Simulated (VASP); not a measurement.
Write the native input for VASP 6.6.1 that does the following.

```yaml
Task: single point
Functional: r2SCAN
Potentials_or_basis: VASP PAW PBE potentials, release 64 (As)
Cutoff: 520 eV
k_mesh: 13 × 13 × 13
Occupations: fermi-dirac, width 0.1 eV
Spin: no spin polarisation
Dipole_correction: no
Further_INCAR_settings: ALGO = Normal; EDIFF = 1e-06; NBANDS = 8
```

As:

```xyz
1
Lattice="2.7081 0.0000 0.0000 0.0000 2.7081 0.0000 0.0000 0.0000 2.7081" Properties=species:S:1:pos:R:3 pbc="T T T"
As    0.0000    0.0000    0.0000
```

One way to write it, as run:

POSCAR

```
As
1.0
    2.7081184491      0.0000000000      0.0000000000
    0.0000000000      2.7081184491      0.0000000000
    0.0000000000      0.0000000000      2.7081184491
As
1
Direct
    0.0000000000      0.0000000000      0.0000000000
```

INCAR.step1

```
PREC     = Accurate       # precision mode
ENCUT    = 520            # plane-wave cutoff, eV
ISMEAR   = -1             # smearing method
SIGMA    = 0.1            # smearing width, eV
LREAL    = False          # projectors in reciprocal space
LASPH    = True           # aspherical terms in the spheres
NELM     = 100            # most SCF steps
NBANDS   = 8              # bands
GGA      = PE             # functional
ALGO     = Normal         # electronic algorithm
EDIFF    = 1E-4           # SCF threshold, eV
LWAVE    = True           # write WAVECAR
LCHARG   = False          # write CHGCAR
```

INCAR.step2

```
PREC     = Accurate       # precision mode
ENCUT    = 520            # plane-wave cutoff, eV
EDIFF    = 1E-6           # SCF threshold, eV
ISMEAR   = -1             # smearing method
SIGMA    = 0.1            # smearing width, eV
LREAL    = False          # projectors in reciprocal space
LASPH    = True           # aspherical terms in the spheres
NELM     = 100            # most SCF steps
ALGO     = Normal         # electronic algorithm
ISIF     = 2              # what is computed and relaxed
LWAVE    = False          # write WAVECAR
LCHARG   = False          # write CHGCAR
METAGGA  = R2SCAN         # meta-GGA
LMIXTAU  = True         
NBANDS   = 8              # bands
ISTART   = 1
```

KPOINTS

```
regular mesh
0
Gamma
  13 13 13
```

Potentials or basis: VASP PAW PBE potentials, release 64 (As).

Command:

```sh
$ cat potpaw_PBE.64/As/POTCAR > POTCAR
$ cp INCAR.step1 INCAR
$ mpirun -np 1 vasp_std > vasp.out
$ cp INCAR.step2 INCAR
$ mpirun -np 1 vasp_std > vasp.out
```

It gave:

The pressure is -0.1 GPa.

Caveat: the PAW data sets were made with another functional, which shifts forces and pressure a little.

It took 58 s on 1 thread of Intel Xeon 8259CL, with other jobs on the host, peak memory 0.13 GiB.
